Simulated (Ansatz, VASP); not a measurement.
# Ga in VASP and in Ansatz

INCAR

```
PREC = Accurate
ENCUT = 600
EDIFF = 1E-6
ISMEAR = -1
SIGMA = 0.05
LREAL = F
LASPH = T
NELM = 80
ALGO = Fast
ISIF = 3
LWAVE = F
LCHARG = F
GGA = PS
IBRION = 2
NSW = 60
EDIFFG = -0.01
```

File KPOINTS:

```
Automatic mesh
0
Gamma
  10 10 8
```

File POSCAR:

```
Ga
1.0
    1.3830000000     -4.0265000000      0.0000000000
    1.3830000000      4.0265000000      0.0000000000
   -0.1174474948      0.0000000000      3.3299294416
Ga
2
Direct
    0.1310000000      0.8690000000      0.7500000000
    0.8690000000      0.1310000000      0.2500000000
```

File input.yaml:

```yaml
crystal:
  lattice:
    - [1.383, -4.0265, 0.0]
    - [1.383, 4.0265, 0.0]
    - [-0.1174474948, 0.0, 3.3299294416]
  atoms:
    - { symbol: Ga, position: [0.131, 0.869, 0.75] }
    - { symbol: Ga, position: [0.869, 0.131, 0.25] }
hamiltonian:
  xc: pbesol
  pseudopotentials: { kind: paw }
kpoints:
  mp_grid: { grid: [10, 10, 8] }
scf:
  occupations: { method: fermi_dirac, width: 0.05 }
output:
  forces: true
  stress: true
  eigenvalues: true
  write_density: true
  write_potential: true
  elf: true
  volumetric_format: npy
relax:
  f_tol: 0.01
  max_steps: 40
  cell: { stress_tol: 0.05 }
```

Alike in both runs: task relaxation of cell and atoms; functional PBEsol; k mesh 10 × 10 × 8; occupations fermi-dirac, width 0.05 eV; no spin polarisation.

```csv
,VASP,Ansatz
version,VASP 6.6.1,Ansatz 0.2.0
potentials or method,"VASP PAW PBE potentials, release 64 (Ga_d)",Ansatz PAW
plane-wave cutoff (eV),600,420
valence electrons in the cell,26,26
```

|  | VASP | Ansatz | Ansatz less VASP |
| --- | --- | --- | --- |
| gap on the k mesh at the Fermi level, each at its own relaxed structure (eV) | none | none | - |
| relaxed volume (Å³/atom) | 17.96 | 17.92 | -0.041 |
| relaxed length of the cell vector where the two differ most in proportion (Å) | 3.170 | 3.165 | -0.0050 |

VASP's potentials were made for PBE, not for PBEsol. A gap of «none» marks a metal or a gap that the smearing closes.

Noted on Ansatz's run: the plane-wave basis is chosen anew once the cell has moved, so the energies of steps on either side of that aren't comparable.
